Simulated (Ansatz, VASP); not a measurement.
RuS2 in VASP and in Ansatz

File INCAR:

```
ALGO = Normal ; EDIFF = 1E-6
ENCUT = 520 ; GGA = PE
ISIF = 2 ; ISMEAR = -5
LASPH = True ; LCHARG = True
LELF = True ; LREAL = False
LVHAR = True ; LWAVE = False
NBANDS = 20 ; NELM = 80
PREC = Accurate ; SIGMA = 0.1
```

The input KPOINTS:

```
k-points
0
Gamma
  11 11 11
```

The input POSCAR:

```
RuS2
1.0
    0.0000000000      2.8666412919      2.8666412919
    2.8666412919      0.0000000000      2.8666412919
    2.8666412919      2.8666412919      0.0000000000
Ru S
1 2
Direct
    0.0000000000      0.0000000000      0.0000000000
    0.2500000000      0.2500000000      0.2500000000
    0.7500000000      0.7500000000      0.7500000000
```

Input for Ansatz:

```yaml
crystal:
  lattice:
    - [0.0, 2.8666412919, 2.8666412919]
    - [2.8666412919, 0.0, 2.8666412919]
    - [2.8666412919, 2.8666412919, 0.0]
  atoms:
    - { symbol: Ru, position: [0.0, 0.0, 0.0] }
    - { symbol: S, position: [0.25, 0.25, 0.25] }
    - { symbol: S, position: [0.75, 0.75, 0.75] }
kpoints:
  mp_grid: { grid: [11, 11, 11] }
  band_path:
    path:
      - [0.0, 0.0, 0.0]
      - [0.5, 0.0, 0.5]
      - [0.625, 0.25, 0.625]
      - [0.375, 0.375, 0.75]
      - [0.0, 0.0, 0.0]
      - [0.5, 0.5, 0.5]
      - [0.5, 0.25, 0.75]
      - [0.5, 0.0, 0.5]
    npoints: 8
scf:
  occupations: { method: tetrahedron }
hamiltonian:
  xc: pbe
  pseudopotentials: { kind: all_electron, lapw: { basis_error: 0.0005 } }
output:
  forces: true
  stress: true
  eigenvalues: true
  populations: true
```

Alike in both runs: task single point; functional PBE; k mesh 11 × 11 × 11; occupations tetrahedron; no spin polarisation.

|  | VASP | Ansatz |
| --- | --- | --- |
| version | VASP 6.6.1 | Ansatz 0.2.0 |
| potentials or method | VASP PAW PBE potentials, release 64 (Ru_pv, S), cutoff 520 eV | all-electron LAPW, scalar-relativistic |

```csv
,VASP,Ansatz,Ansatz less VASP
gap on the k mesh at the Fermi level (eV),none,none,-
pressure (GPa),-0.2,0.0,+0.20
```

A gap of «none» marks a metal or a gap that the smearing closes. Ansatz ran all-electron here, and VASP with PAW potentials. Ansatz's warnings: band table not solved further, tetrahedron derivatives may miss energy slope.
